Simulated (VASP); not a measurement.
## CdSe: single point with PBE

CdSe:

```
CELL_PARAMETERS angstrom
4.29850 0.00000 0.00000
-2.14925 3.72261 0.00000
0.00000 0.00000 7.01520
ATOMIC_POSITIONS crystal
Cd 0.61432 0.33333 0.03207
Cd 0.33333 0.66667 0.50000
Se 0.66667 0.33333 0.37500
Se 0.33333 0.66667 0.87500
```

This cell differs from its parent crystal: atom 1 (Cd) moved by (-0.225, +0.225) A along x and z.

| Quantity | Value |
| --- | --- |
| Program | VASP 6.6.1 |
| Task | single point |
| Functional | PBE |
| Potentials or basis | VASP PAW PBE potentials, release 64 (Cd, Se) |
| Cutoff | 520 eV |
| k mesh | 6 × 6 × 4 |
| Occupations | gaussian, width 0.05 eV |
| Spin | no spin polarisation |

The pressure is 4.4 GPa, the largest force is 2.020 eV/Å and the band gap on the k mesh is 0.48 eV.

Forces on the atoms (eV/Å):
```
Cd   0.617 -0.232 -1.910
Cd   0.043  0.005  0.309
Se   0.136 -0.017  1.472
Se  -0.796  0.244  0.129
```

Stress tensor (GPa, compression positive):
```
 2.87 -1.08  1.56
-1.08  2.36 -0.39
 1.56 -0.39  7.85
```

Levels at points of the mesh, in eV from the valence-band top:
```tsv
k point	band 14	band 15	band 16	band 17	band 18	band 19	band 20	band 21	band 22	band 23
(0.00, 0.00, 0.00)	-1.18	-1.00	-0.33	-0.11	0.00	0.48	2.26	5.54	5.75	6.11
(0.50, 0.00, 0.00)	-3.61	-2.84	-2.15	-1.53	-0.68	2.91	3.14	4.44	5.96	6.01
(0.00, 0.50, 0.00)	-3.68	-2.92	-2.09	-1.67	-0.64	2.89	3.36	4.44	5.90	6.08
(0.50, 0.50, 0.00)	-3.74	-2.91	-2.09	-1.78	-0.66	2.90	3.59	4.51	5.88	6.02
(0.00, 0.00, 0.50)	-2.77	-0.90	-0.88	-0.45	-0.15	2.00	2.62	5.58	5.79	5.89
(0.50, 0.00, 0.50)	-3.91	-1.82	-1.71	-1.45	-1.11	2.50	2.73	4.60	4.89	7.35
(0.00, 0.50, 0.50)	-4.12	-1.82	-1.81	-1.48	-1.00	2.54	2.81	4.56	4.98	7.41
(0.50, 0.50, 0.50)	-4.23	-1.83	-1.80	-1.47	-1.04	2.50	2.93	4.52	5.21	7.31
```

Wall time 3.2 min on 1 thread of AMD EPYC 7R43 64-Core Processor (Zen 3), with other jobs on the host, peak memory 0.31 GiB.

Caveat: the cell differs from its parent crystal (atom 1 (Cd) moved by (-0.225, +0.225) A along x and z); the cell stands under pressure; forces of over 1 eV/Å act on the atoms, so gaps and moduli don't describe the material at rest.
